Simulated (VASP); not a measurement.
Wanted: the native input for a VASP 6.6.1 run.

```yaml
Task: single point
Functional: LDA
Potentials_or_basis: VASP PAW LDA potentials, release 64 (Zr_sv, Os)
Cutoff: 520 eV
k_mesh: 13 × 13 × 13
Occupations: fermi-dirac, width 0.03 eV
Spin: no spin polarisation
Dipole_correction: no
Further_INCAR_settings: ALGO = Normal; EDIFF = 1e-06; NBANDS = 17
```

The structure of ZrOs lies in POSCAR:

```
ZrOs
1.0
    3.2738406112      0.0000000000      0.0000000000
    0.0000000000      3.2738406112      0.0000000000
    0.0000000000      0.0000000000      3.2738406112
Zr Os
1 1
Direct
    0.5000000000      0.5000000000      0.5000000000
    0.0000000000      0.0000000000      0.0000000000
```

One way to write it, as run:

INCAR

```
PREC     = Accurate       # precision mode
ENCUT    = 520            # plane-wave cutoff, eV
EDIFF    = 1E-6           # SCF threshold, eV
ISMEAR   = -1             # smearing method
SIGMA    = 0.03           # smearing width, eV
LREAL    = False          # projectors in reciprocal space
LASPH    = True           # aspherical terms in the spheres
NELM     = 60             # most SCF steps
ALGO     = Normal         # electronic algorithm
ISIF     = 2              # what is computed and relaxed
LWAVE    = False          # write WAVECAR
LCHARG   = False          # write CHGCAR
NBANDS   = 17             # bands
```

KPOINTS

```
Automatic mesh
0
Gamma
  13 13 13
```

Potentials or basis: VASP PAW LDA potentials, release 64 (Zr_sv, Os).

Run with:

```sh
$ cat potpaw_LDA.64/Zr_sv/POTCAR potpaw_LDA.64/Os/POTCAR > POTCAR
$ mpirun -np 1 vasp_std > vasp.out
```

It gave:

| Item | Value |
| --- | --- |
| Pressure | -9.2 GPa |
| Band gap on the k mesh | zero (bands 10 and 11 overlap by 1.00 eV) |

Caveat: the cell stands under tension; spin-orbit coupling is left out, which moves the levels of the heavy elements.

It took 10 s on 1 thread of Intel(R) Xeon(R) 6975P-C (Granite Rapids), with other jobs on the host, peak memory 0.17 GiB.
